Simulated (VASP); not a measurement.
C, 4 atoms in the cell. Symmetry: P6_3/mmc, No. 194, hexagonal system. The conventional cell has a = 2.307 Å, b = 2.307 Å, c = 7.233 Å, α = 90.00°, β = 90.00°, γ = 120.00°. Within 1.8 Å of C (site symmetry -6m2) lie 3 C at 1.33 Å. C (site symmetry -6m2) has 3 C at 1.33 Å within 1.8 Å.  This cell differs from its parent crystal: volume 8.336 Å^3 an atom, c/a of the conventional cell 3.1347.

| Property | Result |
| --- | --- |
| Program | VASP 6.6.1 |
| Task | single point |
| Functional | PBE |
| Dispersion | D3(BJ) |
| Potentials or basis | VASP PAW PBE potentials, release 64 (C) |
| Cutoff | 600 eV |
| k mesh | 21 × 21 × 8 |
| Occupations | gaussian, width 0.15 eV |
| Spin | no spin polarisation |
| Dipole correction | no |
| Further INCAR settings | ALGO = Normal; EDIFF = 1e-06; NBANDS = 16 |

Potentials or basis: VASP PAW PBE potentials, release 64 (C).

Run with:

```console
$ cat potpaw_PBE.64/C/POTCAR > POTCAR
$ mpirun -np 1 vasp_std > vasp.out
```

Hardware: 1 thread of Intel Xeon 6975P-C, with other jobs on the host.

**Question.** How long does it take, and how much memory?

**Answer.** Wall time 2 min on 1 thread of Intel Xeon 6975P-C, with other jobs on the host, peak memory 0.24 GiB. Counts: scf iterations 13, k points 240.
